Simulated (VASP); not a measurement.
The system is BN.

```
N B
1.0
     0.00000    3.49532    2.16609
     1.25163    0.00000    2.16609
     1.25163    3.49532    0.00000
N B
1 1
Cartesian
  1.2516 3.4953 2.8881
  1.2516 3.4953 0.0002
```

Base run:

- Program: VASP 6.6.1
- Functional: PBE
- Potentials or basis: VASP PAW PBE potentials, release 64 (N, B)
- Cutoff: 520 eV
- k mesh: 13 × 13 × 13
- Occupations: fermi-dirac, width 0.05 eV
- Spin: no spin polarisation

Its results: band gap on the k mesh 3.90 eV, indirect (least direct gap 4.65 eV); pressure 3.3 GPa; largest force 0.010 eV/Å.

Question: The run is repeated on the same cell with these changes: functional from PBE to r2SCAN. What comes out?

Answer: Band gap on the k mesh 4.41 eV, indirect (least direct gap 5.35 eV); pressure -0.1 GPa; largest force 0.009 eV/Å.

r2SCAN gives the wider gap, since meta-GGAs in the generalised Kohn-Sham scheme recover part of the derivative discontinuity.

Caveats: the PAW data sets were made with another functional, which shifts forces and pressure a little (some runs).

A k mesh can miss the band edges.
